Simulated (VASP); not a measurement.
A run of VASP 6.6.1 is set up as follows.

Contents of POSCAR:

```
Si
1.0
    2.6222809733      0.0000000000      0.0000000000
   -1.3111404866      2.2709619387      0.0000000000
    0.0000000000      0.0000000000      4.5858727094
Si
2
Direct
    0.3333333333      0.6666666667      0.2500000000
    0.6666666667      0.3333333333      0.7500000000
```

The input INCAR.step1:

```
SYSTEM = Si
PREC = Accurate ; ENCUT = 520
ISMEAR = -1 ; SIGMA = 0.1
LREAL = .FALSE. ; LASPH = .TRUE.
NELM = 80 ; NBANDS = 11
GGA = PE ; ALGO = Normal
EDIFF = 1E-4 ; LWAVE = .TRUE.
LCHARG = .FALSE.
```

Contents of INCAR.step2:

```
SYSTEM = Si
PREC = Accurate ; ENCUT = 520
EDIFF = 1E-6 ; ISMEAR = -1
SIGMA = 0.1 ; LREAL = .FALSE.
LASPH = .TRUE. ; NELM = 80
ALGO = Normal ; ISIF = 2
LWAVE = .FALSE. ; LCHARG = .FALSE.
METAGGA = R2SCAN ; LMIXTAU = .TRUE.
LUSE_VDW = .TRUE. ; IVDW_NL = 2
BPARAM = 11.95 ; CPARAM = 0.0093
NBANDS = 11 ; ISTART = 1
```

File KPOINTS:

```
regular mesh
0
G
  13 13 7
  0 0 0
```

Potentials or basis: VASP PAW PBE potentials, release 64 (Si).

Run with:

```bash
$ cat potpaw_PBE.64/Si/POTCAR > POTCAR
$ cp INCAR.step1 INCAR
$ mpirun -np 1 vasp_std > vasp.out
$ cp INCAR.step2 INCAR
$ mpirun -np 1 vasp_std > vasp.out
```

(1) Estimate the pressure.

(2) Predict the band gap on the k mesh.

## Answers

(1) 0.1 GPa.

(2) zero (bands 4 and 5 overlap by 13.63 eV).

Caveat: the PAW data sets were made with another functional, which shifts forces and pressure a little.
